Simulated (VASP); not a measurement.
# ZnSe (P4/nmm) in VASP: a series of runs, part 2 of 2

VASP 6.6.1. The steps go on from the part before.

## (4) Single point, LDA (atoms shifted along a free coordinate)

Input file INCAR:

```
SYSTEM = ZnSe
ALGO = Normal ; EDIFF = 1E-6
ENCUT = 520 ; GGA = CA
ISIF = 2 ; ISMEAR = 0
LASPH = .TRUE. ; LCHARG = .FALSE.
LREAL = .FALSE. ; LWAVE = .FALSE.
NBANDS = 26 ; NELM = 100
PREC = Accurate ; SIGMA = 0.05
```

Input file KPOINTS:

```
k-points
0
G
  8 8 6
  0 0 0
```

Input file POSCAR:

```
ZnSe
1.0
    3.9827722569      0.0000000000      0.0000000000
    0.0000000000      3.9827722569      0.0000000000
    0.0000000000      0.0000000000      5.2564395555
Zn Se
2 2
Direct
    0.0000000000      0.0000000000      0.0000000000
    0.5000000000      0.5000000000      0.0000000000
    0.0000000000      0.5000000000      0.2231634165
    0.5000000000      0.0000000000      0.7768365835
```

Potentials or basis: VASP PAW LDA potentials, release 64 (Zn, Se).

Run with:

```sh
$ cat potpaw_LDA.64/Zn/POTCAR potpaw_LDA.64/Se/POTCAR > POTCAR
$ mpirun -np 1 vasp_std > vasp.out
```

OUTCAR:

```text
SYSTEM = ZnSe
   EDIFF = 1E-6
   ENCUT = 520
   GGA = CA
   ISIF = 2
   ISMEAR = 0
   LASPH = .TRUE.
   LREAL = .FALSE.
   NELM = 100
   PREC = Accurate

 ion  position               nearest neighbor table
   1  0.000  0.000  0.000-   3 2.31   4 2.31   3 2.31   4 2.31   2 2.82   2 2.82   2 2.82   2 2.82

   2  0.500  0.500  0.000-   3 2.31   4 2.31   4 2.31   3 2.31   1 2.82   1 2.82   1 2.82   1 2.82

   3  0.000  0.500  0.223-   1 2.31   2 2.31   1 2.31   2 2.31
   4  0.500  0.000  0.777-   1 2.31   2 2.31   2 2.31   1 2.31

  LATTYP: Found a simple tetragonal cell.
 ALAT       =     3.9827722569
 C/A-ratio  =     1.3197941575

  Lattice vectors:

 A1 = (   3.9827722569,   0.0000000000,   0.0000000000)
 A2 = (   0.0000000000,   3.9827722569,   0.0000000000)
 A3 = (   0.0000000000,   0.0000000000,   5.2564395555)

Analysis of symmetry for initial positions (statically):
=====================================================================
 Subroutine PRICEL returns:
 Original cell was already a primitive cell.

 Routine SETGRP: Setting up the symmetry group for a
 simple tetragonal supercell.

 Subroutine GETGRP returns: Found 16 space group operations
 (whereof  8 operations were pure point group operations)
 out of a pool of 16 trial point group operations.

The static configuration has the point symmetry D_2d.
 The point group associated with its full space group is D_4h.

Analysis of symmetry for dynamics (positions and initial velocities):
=====================================================================
 Subroutine PRICEL returns:
 Original cell was already a primitive cell.

 Routine SETGRP: Setting up the symmetry group for a
 simple tetragonal supercell.

 Subroutine GETGRP returns: Found 16 space group operations
 (whereof  8 operations were pure point group operations)
 out of a pool of 16 trial point group operations.

The dynamic configuration has the point symmetry D_2d.
 The point group associated with its full space group is D_4h.

 Subroutine INISYM returns: Found 16 space group operations
 (whereof  8 operations are pure point group operations),
 and found     1 'primitive' translations

----------------------------------------------------------------------------------------

                                     Primitive cell

  volume of cell :      83.3801

  direct lattice vectors                    reciprocal lattice vectors
     3.982772257  0.000000000  0.000000000     0.251081391  0.000000000  0.000000000
     0.000000000  3.982772257  0.000000000     0.000000000  0.251081391  0.000000000
     0.000000000  0.000000000  5.256439556     0.000000000  0.000000000  0.190242842

  length of vectors
     3.982772257  3.982772257  5.256439556     0.251081391  0.251081391  0.190242842

  position of ions in fractional coordinates (direct lattice)
     0.000000000  0.000000000  0.000000000
     0.500000000  0.500000000  0.000000000
     0.000000000  0.500000000  0.223163417
     0.500000000  0.000000000  0.776836583

  ion indices of the primitive-cell ions
   primitive index   ion index
                 1           1
                 2           2
                 3           3
[... 23 lines left out ...]
 Subroutine IBZKPT returns following result:
 ===========================================

 Found     60 irreducible k-points:

 Following reciprocal coordinates:
            Coordinates               Weight
  0.000000  0.000000  0.000000      1.000000
  0.125000  0.000000  0.000000      4.000000
  0.250000  0.000000  0.000000      4.000000
  0.375000  0.000000  0.000000      4.000000
  0.500000  0.000000  0.000000      2.000000
  0.125000  0.125000  0.000000      4.000000
[... 16 lines left out ...]
  0.375000  0.125000  0.166667     16.000000
  0.500000  0.125000  0.166667      8.000000
 [... further k-points ...]
   k-points           NKPTS =     60   k-points in BZ     NKDIM =     60   number of bands    NBANDS=     26
   number of dos      NEDOS =    301   number of ions     NIONS =      4
   total plane-waves  NPLWV =  36000
   dimension x,y,z NGX =    30 NGY =   30 NGZ =   40
   dimension x,y,z NGXF=    60 NGYF=   60 NGZF=   80
   ions per type =               2   2
   NGX,Y,Z   is equivalent  to a cutoff of  12.52, 12.52, 12.65 a.u.
   NGXF,Y,Z  is equivalent  to a cutoff of  25.04, 25.04, 25.30 a.u.
 SYSTEM =  ZnSe
   PREC   = accura    normal or accurate (medium, high low for compatibility)
   ISTART =      0    job   : 0-new  1-cont  2-samecut
   ICHARG =      2    charge: 1-file 2-atom 10-const
   ISPIN  =      1    spin polarized calculation?
   LNONCOLLINEAR =      F non collinear calculations
   LSORBIT =      F    spin-orbit coupling
   LASPH  =      T    aspherical Exc in radial PAW
   ENCUT  =  520.0 eV  38.22 Ry    6.18 a.u.   7.41  7.41  9.77*2*pi/ulx,y,z
   NELM   =    100;   NELMIN=  2; NELMDL= -5     # of ELM steps
   EDIFF  = 0.1E-05   stopping-criterion for ELM
   LREAL  =      F    real-space projection
   EDIFFG = 0.1E-04   stopping-criterion for IOM
   NSW    =      0    number of steps for IOM
   IBRION =     -1    ionic relax: 0-MD 1-quasi-New 2-CG
   NFREE  =      0    steps in history (QN), initial steepest desc. (CG)
   ISIF   =      2    stress and relaxation
   ISYM   =      2    0-nonsym 1-usesym 2-fastsym
   POTIM  = 0.5000    time-step for ionic-motion
   TEBEG  =    0.0;   TEEND  =   0.0 temperature during run
   PSTRESS=    0.0 pullay stress
   NELECT =      36.0000    total number of electrons
   NUPDOWN=      -1.0000    fix difference up-down
   EMIN   =  10.00;   EMAX   =-10.00  energy-range for DOS
   EFERMI =   0.00;   METHOD = LEGACY
   ISMEAR =     0;   SIGMA  =   0.05  broadening in eV -4-tet -1-fermi 0-gaus
   EFERMI_NEDOS =   21; number of points for ismear=-14 and -15
   IALGO  =     38    algorithm
   IMIX   =      4    mixing-type and parameters
     AMIX     =   0.40;   BMIX     =  1.00
     AMIX_MAG =   1.60;   BMIX_MAG =  1.00
  volume/ion in A,a.u.               =      20.85       140.67
  Fermi-wavevector in a.u.,A,eV,Ry     =   1.237337  2.338229 20.830570  1.531004
  Thomas-Fermi vector in A             =   2.371909
   LORBIT       =      0    0 simple, 1 ext, 2 COOP (PROOUT), +10 PAW based schemes
   GGA     = CA    functional components
   LHFCALC =     F    Hartree Fock is set to
   AEXX    =    0.0000 exact exchange contribution
   IVDW    =     0    specifies the selected vdW correction
   LEPSILON=     F    determine dielectric tensor
   LRPA    =     F    only Hartree local field effects (RPA)
 non-spin polarized calculation
 Gauss-broadening in eV      SIGMA  =   0.05
  energy-cutoff  :      520.00
  volume of cell :       83.38
 maximum number of plane-waves:      2283
 NGX is ok and might be reduce to    30
   NGX = 15   NGY = 15   NGZ = 19

 number of electron      36.0000051 magnetization

 Free energy of the ion-electron system (eV)
  ---------------------------------------------------
  ext. energy  EPLUGINS =         0.00000000
  ---------------------------------------------------
  free energy    TOTEN  =       -12.96463317 eV

  energy without entropy =      -12.96463317  energy(sigma->0) =      -12.96463317

 E-fermi :   2.7401     XC(G=0):  -9.9120

 val. band max:        2.4902384509   @ k =   0.0000   0.0000   0.0000
 cond. band min:       3.2983178268   @ k =   0.0000   0.0000   0.0000
 fundamental gap:      0.8080793760
 Fermi energy:         2.7401162740

 k-point     1 :       0.0000    0.0000    0.0000
  band No.  band energies     occupation
      1     -12.3715      2.00000
      2     -10.6891      2.00000
      3      -5.4922      2.00000
      4      -5.4878      2.00000
      5      -5.4878      2.00000
      6      -5.4196      2.00000
[... 685 lines left out ...]
     25      10.8759      0.00000
     26      10.8759      0.00000

 [... further k-points ...]

------------------------ aborting loop because EDIFF is reached ----------------------------------------

  FORCE on cell =-STRESS in cart. coord.  units (eV):
  Direction    XX          YY          ZZ          XY          YZ          ZX
  --------------------------------------------------------------------------------------
  -------------------------------------------------------------------------------------
  Total        8.7805885      8.7805885      7.6752035      0.0000000      0.0000000      0.0000000
  in kB      168.7219504    168.7219504    147.4816059      0.0000000      0.0000000      0.0000000
  external PRESSURE =     161.6418356 kB  Pullay stress =       0.0000000 kB

 VOLUME and BASIS-vectors are now :
 -----------------------------------------------------------------------------
  energy-cutoff  :      520.00
  volume of cell :       83.38
      direct lattice vectors                 reciprocal lattice vectors
     3.982772257  0.000000000  0.000000000     0.251081391  0.000000000  0.000000000
     0.000000000  3.982772257  0.000000000     0.000000000  0.251081391  0.000000000
     0.000000000  0.000000000  5.256439556     0.000000000  0.000000000  0.190242842

 POSITION                                       TOTAL-FORCE (eV/Angst)
 -----------------------------------------------------------------------------------
      0.00000      0.00000      0.00000         0.000000     -0.000000      0.000000
      1.99139      1.99139      0.00000        -0.000000      0.000000      0.000000
      0.00000      1.99139      1.17305         0.000000      0.000000      3.551658
      1.99139      0.00000      4.08339         0.000000      0.000000     -3.551658
 -----------------------------------------------------------------------------------
    total drift:                                0.000000      0.000000      0.000000

  FREE ENERGIE OF THE ION-ELECTRON SYSTEM (eV)
  ---------------------------------------------------
  free  energy   TOTEN  =       -12.9646331660 eV

  energy  without entropy=      -12.9646331660  energy(sigma->0) =      -12.96463317
```

stdout:

```text
POSCAR found type information on POSCAR ZnSe
 POSCAR found :  2 types and       4 ions
 scaLAPACK will be used
 LDA part: xc-table for (Slater(with rela. corr.)+CA(PZ))
 , standard interpolation
 POSCAR, INCAR and KPOINTS ok, starting setup
 FFT: planning ... GRIDC
 FFT: planning ... GRID_SOFT
 FFT: planning ... GRID
 WAVECAR not read
 entering main loop
```

It took 2.8 min on 1 thread of Intel Xeon 8259CL, shared host; peak memory 0.23 GiB.

Results:

```
Free energy            : -12.9646 eV
Pressure               : 16.2 GPa
Largest force          : 3.552 eV/Å
Band gap on the k mesh : 0.81 eV
```

Forces in eV/Å, atoms in the order of the input:
```
Zn   0.000  0.000  0.000
Zn   0.000  0.000  0.000
Se   0.000  0.000  3.552
Se   0.000  0.000 -3.552
```

Stress tensor (GPa, compression positive):
```
16.87  0.00  0.00
 0.00 16.87  0.00
 0.00  0.00 14.75
```

Caveat: the cell differs from its parent crystal (atoms shifted along a free coordinate); the cell stands under pressure; forces of over 1 eV/Å act on the atoms, so gaps and moduli don't describe the material at rest. A k mesh can miss the band edges.

## (5) Summary

```tsv
cell	gap on the mesh (eV)	pressure (GPa)	largest force (eV/Å)
a = 3.920, b = 3.920, c = 5.173 Å, 4 atoms, atomic positions A	0.87	-2.9	1.54
a = 3.983, b = 3.983, c = 5.256 Å, 4 atoms, atomic positions B	0.34	-7.7	2.51
a = 3.983, b = 3.983, c = 5.256 Å, 4 atoms, atomic positions C	0.81	16.2	3.55
```

Alike in all rows: task single point; level LDA; potentials or basis VASP PAW LDA potentials, release 64 (Zn, Se); no spin polarisation; k mesh 8 × 8 × 6; cutoff (eV) 520; smearing gaussian 0.05 eV.

Caveats: forces of over 1 eV/Å act on the atoms, so gaps and moduli don't describe the material at rest; the stress differs along the axes, from -7 to -1 GPa (at least some runs); the stress differs along the axes, from -13 to -5 GPa (at least some runs); semilocal functionals underestimate gaps, and a narrow one can read as zero (at least some runs); the cell stands under pressure (at least some runs).

Total energies depend on the potentials used, so only differences within one code and one set of settings carry meaning.
